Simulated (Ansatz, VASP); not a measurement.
# BN: VASP beside Ansatz

Contents of INCAR:

```
ALGO = Normal
EDIFF = 1E-6
ENCUT = 520
GGA = PS
ISIF = 2
ISMEAR = -1
LASPH = T
LCHARG = F
LREAL = F
LWAVE = F
NBANDS = 11
NELM = 60
PREC = Accurate
SIGMA = 0.05
```

Contents of KPOINTS:

```
k-points
0
Gamma
  13 13 13
```

File POSCAR:

```
BN
1.0
    0.0000000000      3.5413121025      2.1945957093
    1.2681028322      0.0000000000      2.1945957093
    1.2681028322      3.5413121025      0.0000000000
N B
1 1
Direct
    0.6666513400      0.6666513400      0.3333486600
    0.0000486500      0.0000486500      0.9999513500
```

File input.yaml:

```yaml
crystal:
  lattice:
    - [0.0, 3.5413121025, 2.1945957093]
    - [1.2681028322, 0.0, 2.1945957093]
    - [1.2681028322, 3.5413121025, 0.0]
  atoms:
    - { symbol: "N", position: [0.66665134, 0.66665134, 0.33334866] }
    - { symbol: B, position: [4.865e-05, 4.865e-05, 0.99995135] }
kpoints:
  mp_grid: { grid: [13, 13, 13] }
scf:
  occupations: { method: fermi_dirac, width: 0.05 }
hamiltonian:
  xc: pbesol
  pseudopotentials: { kind: all_electron, lapw: { basis_error: 0.001 } }
output:
  forces: true
  stress: true
  eigenvalues: true
```

Change from the starting cell: volume scaled by 1.04.

Alike in both runs: task single point; functional PBEsol; k mesh 13 × 13 × 13; occupations fermi-dirac, width 0.05 eV; no spin polarisation.

```csv
,VASP,Ansatz
version,VASP 6.6.1,Ansatz 0.2.0
potentials or method,"VASP PAW PBE potentials, release 64 (N, B), cutoff 520 eV","all-electron LAPW, scalar-relativistic"
```

```tsv
	VASP	Ansatz	Ansatz less VASP
gap on the k mesh at the Fermi level (eV)	3.77	3.77	+0.005
least direct gap on the mesh (eV)	4.50	4.50	+0.005
pressure (GPa)	-7.7	-7.9	-0.28
traceless stress, the component that is largest in VASP (GPa)	7.59	8.01	+0.418
rms of the force components (eV/Å)	0.005	0.005	-0.0001
```

VASP's potentials were made for PBE, not for PBEsol. Atom by atom the forces differ by 0.000 eV/Å (rms over components). Ansatz ran all-electron here, and VASP with PAW potentials.
